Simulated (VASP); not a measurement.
# MgI2 (P6_3/mmc) in VASP: notebook

The runs below take MgI2 through single point, with PBE, r2SCAN.

All numbers are computed with VASP 6.6.1; they aren't measurements. Logs are shortened: lines on timing, memory, paths and dates and some standing lists are left out, and cuts for length are marked.

### Step 1. The cell of the first run

Symmetry: P6_3/mmc, No. 194, hexagonal system. The conventional cell has a = 4.055 Å, b = 4.055 Å, c = 14.504 Å, α = 90.00°, β = 90.00°, γ = 120.00°. Mg (site symmetry -6m2) has 6 I at 2.98 Å within 3.9 Å. Within 3.9 Å of I (site symmetry 3m) lie 3 Mg at 2.98 Å and 1 I at 3.68 Å.

### Step 2. Single point, PBE

INCAR

```
PREC = Accurate
ENCUT = 520
EDIFF = 1E-6
ISMEAR = 0
SIGMA = 0.01
LREAL = False
LASPH = True
NELM = 80
ALGO = Normal
ISIF = 2
LWAVE = False
LCHARG = False
GGA = PE
NBANDS = 25
```

KPOINTS

```
regular mesh
0
Gamma
  12 12 2
```

POSCAR

```
MgI2
1.0
    4.0554820183      0.0000000000      0.0000000000
   -2.0277410091      3.5121504525      0.0000000000
    0.0000000000      0.0000000000     14.5041012424
Mg I
2 4
Direct
    0.3333333333      0.6666666667      0.2500000000
    0.6666666667      0.3333333333      0.7500000000
    0.6666666667      0.3333333333      0.3768546121
    0.6666666667      0.3333333333      0.1231453879
    0.3333333333      0.6666666667      0.8768546121
    0.3333333333      0.6666666667      0.6231453879
```

Potentials or basis: VASP PAW PBE potentials, release 64 (Mg, I).

Launch:

```bash
> cat potpaw_PBE.64/Mg/POTCAR potpaw_PBE.64/I/POTCAR > POTCAR
> mpirun -np 1 vasp_std > vasp.out
```

OUTCAR:

```text
PREC = Accurate
   ENCUT = 520
   EDIFF = 1E-6
   ISMEAR = 0
   LREAL = False
   LASPH = True
   NELM = 80
   ISIF = 2
   GGA = PE

 ion  position               nearest neighbor table
   1  0.333  0.667  0.250-   3 2.98   4 2.98   3 2.98   4 2.98   3 2.98   4 2.98
   2  0.667  0.333  0.750-   5 2.98   6 2.98   5 2.98   6 2.98   5 2.98   6 2.98
   3  0.667  0.333  0.377-   1 2.98   1 2.98   1 2.98
   4  0.667  0.333  0.123-   1 2.98   1 2.98   1 2.98
   5  0.333  0.667  0.877-   2 2.98   2 2.98   2 2.98
   6  0.333  0.667  0.623-   2 2.98   2 2.98   2 2.98

  LATTYP: Found a hexagonal cell.
 ALAT       =     4.0554820183
 C/A-ratio  =     3.5764185803

  Lattice vectors:

 A1 = (   4.0554820183,   0.0000000000,   0.0000000000)
 A2 = (  -2.0277410091,   3.5121504525,   0.0000000000)
 A3 = (   0.0000000000,   0.0000000000,  14.5041012424)

Analysis of symmetry for initial positions (statically):
=====================================================================
 Subroutine PRICEL returns:
 Original cell was already a primitive cell.

 Routine SETGRP: Setting up the symmetry group for a
 hexagonal supercell.

 Subroutine GETGRP returns: Found 24 space group operations
 (whereof 12 operations were pure point group operations)
 out of a pool of 24 trial point group operations.

The static configuration has the point symmetry D_3d.
 The point group associated with its full space group is D_6h.

Analysis of symmetry for dynamics (positions and initial velocities):
=====================================================================
 Subroutine PRICEL returns:
 Original cell was already a primitive cell.

 Routine SETGRP: Setting up the symmetry group for a
 hexagonal supercell.

 Subroutine GETGRP returns: Found 24 space group operations
 (whereof 12 operations were pure point group operations)
 out of a pool of 24 trial point group operations.

The dynamic configuration has the point symmetry D_3d.
 The point group associated with its full space group is D_6h.

 Subroutine INISYM returns: Found 24 space group operations
 (whereof 12 operations are pure point group operations),
 and found     1 'primitive' translations

[... 95 lines left out ...]
   ICHARG =      2    charge: 1-file 2-atom 10-const
   ISPIN  =      1    spin polarized calculation?
   LNONCOLLINEAR =      F non collinear calculations
   LSORBIT =      F    spin-orbit coupling
   LASPH  =      T    aspherical Exc in radial PAW
   ENCUT  =  520.0 eV  38.22 Ry    6.18 a.u.   7.54  7.54 26.97*2*pi/ulx,y,z
   NELM   =     80;   NELMIN=  2; NELMDL= -5     # of ELM steps
   EDIFF  = 0.1E-05   stopping-criterion for ELM
   LREAL  =      F    real-space projection
   EDIFFG = 0.1E-04   stopping-criterion for IOM
   NSW    =      0    number of steps for IOM
   IBRION =     -1    ionic relax: 0-MD 1-quasi-New 2-CG
   NFREE  =      0    steps in history (QN), initial steepest desc. (CG)
   ISIF   =      2    stress and relaxation
   ISYM   =      2    0-nonsym 1-usesym 2-fastsym
   POTIM  = 0.5000    time-step for ionic-motion
   TEBEG  =    0.0;   TEEND  =   0.0 temperature during run
   PSTRESS=    0.0 pullay stress
   NELECT =      32.0000    total number of electrons
   NUPDOWN=      -1.0000    fix difference up-down
   EMIN   =  10.00;   EMAX   =-10.00  energy-range for DOS
   EFERMI =   0.00;   METHOD = LEGACY
   ISMEAR =     0;   SIGMA  =   0.01  broadening in eV -4-tet -1-fermi 0-gaus
   EFERMI_NEDOS =   21; number of points for ismear=-14 and -15
   IALGO  =     38    algorithm
   IMIX   =      4    mixing-type and parameters
     AMIX     =   0.40;   BMIX     =  1.00
     AMIX_MAG =   1.60;   BMIX_MAG =  1.00
  volume/ion in A,a.u.               =      34.43       232.35
  Fermi-wavevector in a.u.,A,eV,Ry     =   0.879203  1.661453 10.517284  0.772999
  Thomas-Fermi vector in A             =   1.999395
   LORBIT       =      0    0 simple, 1 ext, 2 COOP (PROOUT), +10 PAW based schemes
   GGA     = PE    functional components
   LHFCALC =     F    Hartree Fock is set to
   AEXX    =    0.0000 exact exchange contribution
   IVDW    =     0    specifies the selected vdW correction
   LEPSILON=     F    determine dielectric tensor
   LRPA    =     F    only Hartree local field effects (RPA)
 non-spin polarized calculation
 Gauss-broadening in eV      SIGMA  =   0.01
  energy-cutoff  :      520.00
  volume of cell :      206.59
 maximum number of plane-waves:      5608
   NGX = 15   NGY = 15   NGZ = 53

 number of electron      31.9999992 magnetization

 Free energy of the ion-electron system (eV)
  ---------------------------------------------------
  ext. energy  EPLUGINS =         0.00000000
  ---------------------------------------------------
  free energy    TOTEN  =       -14.44926558 eV

  energy without entropy =      -14.44926558  energy(sigma->0) =      -14.44926558

 E-fermi :   2.7619     XC(G=0):  -8.2078

 val. band max:        2.6573299398   @ k =   0.0000   0.0000   0.0000
 cond. band min:       5.2275011746   @ k =   0.5000   0.0000   0.0000
 fundamental gap:      2.5701712349
 Fermi energy:         2.7618814959

 k-point     1 :       0.0000    0.0000    0.0000
  band No.  band energies     occupation
      1      -9.7301      2.00000
      2      -9.5767      2.00000
      3      -9.2758      2.00000
      4      -9.0791      2.00000
      5      -1.4811      2.00000
      6      -0.7016      2.00000
[... 661 lines left out ...]
     24       9.5123      0.00000
     25       9.5300      0.00000

 [... further k-points ...]
[... 5 lines left out ...]
  --------------------------------------------------------------------------------------
  -------------------------------------------------------------------------------------
  Total        1.2022491      1.2022491      1.5296751      0.0000000      0.0000000      0.0000000
  in kB        9.3239216      9.3239216     11.8632413      0.0000000      0.0000000      0.0000000
  external PRESSURE =      10.1703615 kB  Pullay stress =       0.0000000 kB

 VOLUME and BASIS-vectors are now :
 -----------------------------------------------------------------------------
  energy-cutoff  :      520.00
  volume of cell :      206.59
      direct lattice vectors                 reciprocal lattice vectors
     4.055482018  0.000000000  0.000000000     0.246579814  0.142362922  0.000000000
    -2.027741009  3.512150452  0.000000000     0.000000000  0.284725843  0.000000000
     0.000000000  0.000000000 14.504101242     0.000000000  0.000000000  0.068946016

 POSITION                                       TOTAL-FORCE (eV/Angst)
 -----------------------------------------------------------------------------------
     -0.00000      2.34143      3.62603        -0.000000     -0.000000      0.000000
      2.02774      1.17072     10.87808         0.000000     -0.000000      0.000000
      2.02774      1.17072      5.46594         0.000000      0.000000     -0.005345
      2.02774      1.17072      1.78611        -0.000000     -0.000000      0.005345
     -0.00000      2.34143     12.71799         0.000000     -0.000000     -0.005345
     -0.00000      2.34143      9.03816         0.000000     -0.000000      0.005345
 -----------------------------------------------------------------------------------
    total drift:                               -0.000000      0.000000     -0.000000

  FREE ENERGIE OF THE ION-ELECTRON SYSTEM (eV)
  ---------------------------------------------------
  free  energy   TOTEN  =       -14.4492655771 eV

  energy  without entropy=      -14.4492655771  energy(sigma->0) =      -14.44926558
```

OSZICAR:

```text
N       E                     dE             d eps       ncg     rms          rms(c)
DAV:   1     0.166838640044E+03    0.16684E+03   -0.11536E+04  1900   0.102E+03
DAV:   2     0.276221974194E+00   -0.16656E+03   -0.15603E+03  2683   0.156E+02
DAV:   3    -0.145897673878E+02   -0.14866E+02   -0.14788E+02  2413   0.515E+01
DAV:   4    -0.149324010330E+02   -0.34263E+00   -0.34253E+00  2561   0.927E+00
DAV:   5    -0.149406302710E+02   -0.82292E-02   -0.82287E-02  2557   0.148E+00    0.610E+00
DAV:   6    -0.145315876005E+02    0.40904E+00   -0.40144E-01  2176   0.250E+00    0.433E+00
DAV:   7    -0.144625425870E+02    0.69045E-01   -0.45898E-01  2358   0.263E+00    0.934E-01
DAV:   8    -0.144484352247E+02    0.14107E-01   -0.54720E-02  2068   0.995E-01    0.582E-01
DAV:   9    -0.144494434775E+02   -0.10083E-02   -0.84430E-03  2274   0.409E-01    0.397E-01
DAV:  10    -0.144491990038E+02    0.24447E-03   -0.59130E-04  2359   0.131E-01    0.108E-01
DAV:  11    -0.144492660390E+02   -0.67035E-04   -0.12387E-04  2347   0.471E-02    0.102E-01
DAV:  12    -0.144492659189E+02    0.12017E-06   -0.42737E-05  2263   0.284E-02    0.474E-02
DAV:  13    -0.144492655771E+02    0.34176E-06   -0.27252E-06  2414   0.716E-03
   1 F= -.14449266E+02 E0= -.14449266E+02  d E =-.131874E-51
```

stdout:

```text
POSCAR found type information on POSCAR MgI
 POSCAR found :  2 types and       6 ions
 scaLAPACK will be used
 LDA part: xc-table for (Slater+PW92), standard interpolation
 POSCAR, INCAR and KPOINTS ok, starting setup
 FFT: planning ... GRIDC
 FFT: planning ... GRID_SOFT
 FFT: planning ... GRID
 WAVECAR not read
 entering main loop
```

Run time: 3.5 min. Hardware: 1 thread of Oxide Virtual Turin-like, shared host; peak memory 0.36 GiB.

Results:

- Free energy: -14.4493 eV
- Pressure: 1.0 GPa
- Largest force: 0.005 eV/Å
- Band gap on the k mesh: 2.57 eV, indirect (least direct gap 2.75 eV)

Forces in eV/Å, atoms in the order of the input:
```
Mg   0.000  0.000  0.000
Mg   0.000  0.000  0.000
I    0.000  0.000 -0.005
I    0.000  0.000  0.005
I    0.000  0.000 -0.005
I    0.000  0.000  0.005
```

Stress tensor (GPa, compression positive):
```
0.93 0.00 0.00
0.00 0.93 0.00
0.00 0.00 1.19
```

Caveat: spin-orbit coupling is left out, which moves the levels of the heavy elements; this functional lacks dispersion, which binds the layers, so the pressure and a relaxed spacing across them are unreliable. Expect the measured gap to be larger: semilocal functionals such as PBE lack the derivative discontinuity.

### Step 3. Single point, r2SCAN

POSCAR is that of step 2.

INCAR.step1

```
SYSTEM = MgI2
PREC = Accurate
ENCUT = 520
ISMEAR = 0
SIGMA = 0.01
LREAL = .FALSE.
LASPH = .TRUE.
NELM = 100
NBANDS = 25
GGA = PE
ALGO = Normal
EDIFF = 1E-4
LWAVE = .TRUE.
LCHARG = .FALSE.
```

INCAR.step2

```
SYSTEM = MgI2
PREC = Accurate
ENCUT = 520
EDIFF = 1E-6
ISMEAR = 0
SIGMA = 0.01
LREAL = .FALSE.
LASPH = .TRUE.
NELM = 100
ALGO = Normal
ISIF = 2
LWAVE = .FALSE.
LCHARG = .FALSE.
METAGGA = R2SCAN
LMIXTAU = .TRUE.
NBANDS = 25
ISTART = 1
```

KPOINTS

```
Automatic mesh
0
G
  12 12 2
  0 0 0
```

Potentials or basis: VASP PAW PBE potentials, release 64 (Mg, I).

Launch:

```bash
> cat potpaw_PBE.64/Mg/POTCAR potpaw_PBE.64/I/POTCAR > POTCAR
> cp INCAR.step1 INCAR
> mpirun -np 1 vasp_std > vasp.out
> cp INCAR.step2 INCAR
> mpirun -np 1 vasp_std > vasp.out
```

OUTCAR:

```text
SYSTEM = MgI2
   PREC = Accurate
   ENCUT = 520
   EDIFF = 1E-6
   ISMEAR = 0
   LREAL = .FALSE.
   LASPH = .TRUE.
   NELM = 100
   ISIF = 2
   METAGGA = R2SCAN
   ISTART = 1

 ion  position               nearest neighbor table
   1  0.333  0.667  0.250-   3 2.98   4 2.98   3 2.98   4 2.98   3 2.98   4 2.98
   2  0.667  0.333  0.750-   5 2.98   6 2.98   5 2.98   6 2.98   5 2.98   6 2.98
   3  0.667  0.333  0.377-   1 2.98   1 2.98   1 2.98
   4  0.667  0.333  0.123-   1 2.98   1 2.98   1 2.98
   5  0.333  0.667  0.877-   2 2.98   2 2.98   2 2.98
   6  0.333  0.667  0.623-   2 2.98   2 2.98   2 2.98

  LATTYP: Found a hexagonal cell.
 ALAT       =     4.0554820183
 C/A-ratio  =     3.5764185803

  Lattice vectors:

 A1 = (   4.0554820183,   0.0000000000,   0.0000000000)
 A2 = (  -2.0277410091,   3.5121504525,   0.0000000000)
 A3 = (   0.0000000000,   0.0000000000,  14.5041012424)

Analysis of symmetry for initial positions (statically):
=====================================================================
 Subroutine PRICEL returns:
 Original cell was already a primitive cell.

 Routine SETGRP: Setting up the symmetry group for a
 hexagonal supercell.

 Subroutine GETGRP returns: Found 24 space group operations
 (whereof 12 operations were pure point group operations)
 out of a pool of 24 trial point group operations.

The static configuration has the point symmetry D_3d.
 The point group associated with its full space group is D_6h.

Analysis of symmetry for dynamics (positions and initial velocities):
=====================================================================
 Subroutine PRICEL returns:
 Original cell was already a primitive cell.

 Routine SETGRP: Setting up the symmetry group for a
 hexagonal supercell.

 Subroutine GETGRP returns: Found 24 space group operations
[... 126 lines left out ...]
   EFERMI =   0.00;   METHOD = LEGACY
   ISMEAR =     0;   SIGMA  =   0.01  broadening in eV -4-tet -1-fermi 0-gaus
   EFERMI_NEDOS =   21; number of points for ismear=-14 and -15
   IALGO  =     38    algorithm
   IMIX   =      4    mixing-type and parameters
     AMIX     =   0.40;   BMIX     =  1.00
     AMIX_MAG =   1.60;   BMIX_MAG =  1.00
  volume/ion in A,a.u.               =      34.43       232.35
  Fermi-wavevector in a.u.,A,eV,Ry     =   0.879203  1.661453 10.517284  0.772999
  Thomas-Fermi vector in A             =   1.999395
   LORBIT       =      0    0 simple, 1 ext, 2 COOP (PROOUT), +10 PAW based schemes
   METAGGA = R2SCAN    functional components
   LHFCALC =     F    Hartree Fock is set to
   AEXX    =    0.0000 exact exchange contribution
   IVDW    =     0    specifies the selected vdW correction
   LEPSILON=     F    determine dielectric tensor
   LRPA    =     F    only Hartree local field effects (RPA)
 non-spin polarized calculation
 Gauss-broadening in eV      SIGMA  =   0.01
  energy-cutoff  :      520.00
  volume of cell :      206.59
 maximum number of plane-waves:      5608
   NGX = 15   NGY = 15   NGZ = 53

 number of electron      31.9999992 magnetization

 Free energy of the ion-electron system (eV)
  ---------------------------------------------------
  ext. energy  EPLUGINS =         0.00000000
  ---------------------------------------------------
  free energy    TOTEN  =      -112.78210974 eV

  energy without entropy =     -112.78210974  energy(sigma->0) =     -112.78210974

 E-fermi :   2.4782     XC(G=0):  -8.5624

 val. band max:        2.3848779874   @ k =   0.0000   0.0000   0.0000
 cond. band min:       5.4777387370   @ k =   0.5000   0.0000   0.0000
 fundamental gap:      3.0928607496
 Fermi energy:         2.4782034924

 k-point     1 :       0.0000    0.0000    0.0000
  band No.  band energies     occupation
      1     -10.3924      2.00000
      2     -10.2314      2.00000
      3      -9.9056      2.00000
      4      -9.6978      2.00000
      5      -1.8012      2.00000
      6      -0.9584      2.00000
[... 661 lines left out ...]
     24       9.8390      0.00000
     25       9.8490      0.00000

 [... further k-points ...]
[... 5 lines left out ...]
  --------------------------------------------------------------------------------------
  -------------------------------------------------------------------------------------
  Total        0.6663121      0.6663121      0.7236048      0.0000000      0.0000000      0.0000000
  in kB        5.1675163      5.1675163      5.6118441      0.0000000      0.0000000      0.0000000
  external PRESSURE =       5.3156256 kB  Pullay stress =       0.0000000 kB

 VOLUME and BASIS-vectors are now :
 -----------------------------------------------------------------------------
  energy-cutoff  :      520.00
  volume of cell :      206.59
      direct lattice vectors                 reciprocal lattice vectors
     4.055482018  0.000000000  0.000000000     0.246579814  0.142362922  0.000000000
    -2.027741009  3.512150452  0.000000000     0.000000000  0.284725843  0.000000000
     0.000000000  0.000000000 14.504101242     0.000000000  0.000000000  0.068946016

 POSITION                                       TOTAL-FORCE (eV/Angst)
 -----------------------------------------------------------------------------------
     -0.00000      2.34143      3.62603         0.000000     -0.000000     -0.000000
      2.02774      1.17072     10.87808        -0.000000      0.000000     -0.000000
      2.02774      1.17072      5.46594         0.000000     -0.000000     -0.043363
      2.02774      1.17072      1.78611         0.000000     -0.000000      0.043363
     -0.00000      2.34143     12.71799         0.000000      0.000000     -0.043363
     -0.00000      2.34143      9.03816         0.000000      0.000000      0.043363
 -----------------------------------------------------------------------------------
    total drift:                               -0.000000      0.000000     -0.000000

  FREE ENERGIE OF THE ION-ELECTRON SYSTEM (eV)
  ---------------------------------------------------
  free  energy   TOTEN  =      -112.7821097380 eV

  energy  without entropy=     -112.7821097380  energy(sigma->0) =     -112.78210974
```

OUTCAR.step1:

```text
SYSTEM = MgI2
   PREC = Accurate
   ENCUT = 520
   ISMEAR = 0
   LREAL = .FALSE.
   LASPH = .TRUE.
   NELM = 100
[... 910 lines left out ...]
      2.02774      1.17072      1.78611        -0.000000      0.000000      0.006051
     -0.00000      2.34143     12.71799        -0.000000     -0.000000     -0.006051
     -0.00000      2.34143      9.03816        -0.000000     -0.000000      0.006051
 -----------------------------------------------------------------------------------
    total drift:                               -0.000000      0.000000     -0.000000

  FREE ENERGIE OF THE ION-ELECTRON SYSTEM (eV)
  ---------------------------------------------------
  free  energy   TOTEN  =       -14.4492652739 eV

  energy  without entropy=      -14.4492652739  energy(sigma->0) =      -14.44926527
```

Run time: 20 min. Hardware: 1 thread of Oxide Virtual Turin-like, shared host; peak memory 0.41 GiB.

Results:

| Item | Value |
| --- | --- |
| Free energy | -112.7821 eV |
| Pressure | 0.5 GPa |
| Largest force | 0.043 eV/Å |
| Band gap on the k mesh | 3.09 eV, indirect (least direct gap 3.41 eV) |

Forces in eV/Å, atoms in the order of the input:
```
Mg   0.000  0.000  0.000
Mg   0.000  0.000  0.000
I    0.000  0.000 -0.043
I    0.000  0.000  0.043
I    0.000  0.000 -0.043
I    0.000  0.000  0.043
```

Caveat: the PAW data sets were made with another functional, which shifts forces and pressure a little; spin-orbit coupling is left out, which moves the levels of the heavy elements.
